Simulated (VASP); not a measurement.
# CaSe: single point with LDA

CaSe:

```
CELL_PARAMETERS angstrom
0.00000 3.19681 3.51649
3.19681 0.00000 3.51649
3.19681 3.19681 0.00000
ATOMIC_POSITIONS crystal
Ca 0.00000 0.00000 0.00000
Se 0.75000 0.75000 0.75000
```

This cell differs from its parent crystal: ratio of the length along z to the lengths across it x 1.1, volume and fractional coordinates fixed.

```
Program             : VASP 6.6.1
Task                : single point
Functional          : LDA
Potentials or basis : VASP PAW LDA potentials, release 64 (Ca_sv, Se)
Cutoff              : 520 eV
k mesh              : 8 × 8 × 8
Occupations         : gaussian, width 0.05 eV
Spin                : no spin polarisation
```

```yaml
Pressure: -2.7 GPa
Band_gap_on_the_k_mesh: 2.70 eV (least direct gap 2.89 eV)
```

Stress tensor (GPa, compression positive):
```
-2.35  0.00  0.00
 0.00 -2.35  0.00
 0.00  0.00 -3.50
```

Levels at points of the mesh, in eV from the valence-band top:
```
           k point  band 5  band 6  band 7  band 8  band 9  band 10  band 11  band 12
(0.00, 0.00, 0.00)  -10.50   -0.34   -0.19   -0.19    2.70     4.79     5.24     6.63
(0.50, 0.00, 0.00)  -10.25   -1.41   -0.32   -0.02    4.68     4.95     5.16     5.44
(0.50, 0.50, 0.00)  -10.19   -1.55   -0.02   -0.02    3.11     4.59     5.68     5.68
(0.50, 0.00, 0.50)  -10.16   -1.36   -0.31   -0.26    3.25     4.52     5.69     5.80
```

It took 21 s on 1 thread of Intel(R) Xeon(R) 6975P-C (Granite Rapids) (shared host), peak memory 0.21 GiB.

 A k mesh can miss the band edges.
